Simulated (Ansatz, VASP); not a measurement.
# Two plane-wave programs on Ir

```
CELL_PARAMETERS angstrom
0.00000 1.93461 1.93461
1.93461 0.00000 1.93461
1.93461 1.93461 0.00000
ATOMIC_POSITIONS crystal
Ir 0.00000 0.00000 0.00000
```

Alike in both runs: functional PBE; k mesh 10 × 10 × 10; occupations gaussian, width 0.1 eV; no spin polarisation.

Ansatz relaxed the structure, and its values are those at the end. VASP's run is a single point on that final structure, the one shown.

```csv
,VASP,Ansatz
version,VASP 6.6.1,Ansatz 0.2.0
potentials or method,"VASP PAW PBE potentials, release 64 (Ir), cutoff 500 eV","scalar-relativistic, plane waves, PAW"
valence electrons in the cell,9,17
```

|  | VASP | Ansatz | Ansatz less VASP |
| --- | --- | --- | --- |
| gap on the k mesh at the Fermi level (eV) | none | none | - |
| pressure (GPa) | 0.9 | 0.4 | -0.46 |

A gap of «none» marks a metal or a gap that the smearing closes. VASP's potentials hold 9 valence electrons a cell and Ansatz's 17, so a difference there can come from the potentials and not from the codes.

Neither program's run includes spin-orbit coupling.
